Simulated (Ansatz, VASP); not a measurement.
# TiS2 in VASP and in Ansatz

```
S Ti
1.0
     3.37206    0.00000    0.00000
    -1.68603    2.92029    0.00000
     0.00000    0.00000   31.71156
S Ti
2 1
Cartesian
  1.6860 0.9734 14.4260
  0.0000 1.9469 17.2856
  0.0000 0.0000 15.8558
```

Alike in both runs: functional PBE; dispersion D3(BJ); k mesh 15 × 15 × 1; occupations gaussian, width 0.1 eV; no spin polarisation.

Ansatz relaxed the structure, and its values are those at the end. VASP's run is a single point on that final structure, the one shown.

```csv
,VASP,Ansatz
version,VASP 6.6.1,Ansatz 0.2.0
potentials or method,"VASP PAW PBE potentials, release 64 (S, Ti_sv), cutoff 400 eV","scalar-relativistic, plane waves, PAW"
valence electrons in the cell,24,24
```

```csv
,VASP,Ansatz,Ansatz less VASP
gap on the k mesh at the Fermi level (eV),none,none,-
rms of the force components (eV/Å),0.009,0.001,-0.0075
```

A gap of «none» marks a metal or a gap that the smearing closes.
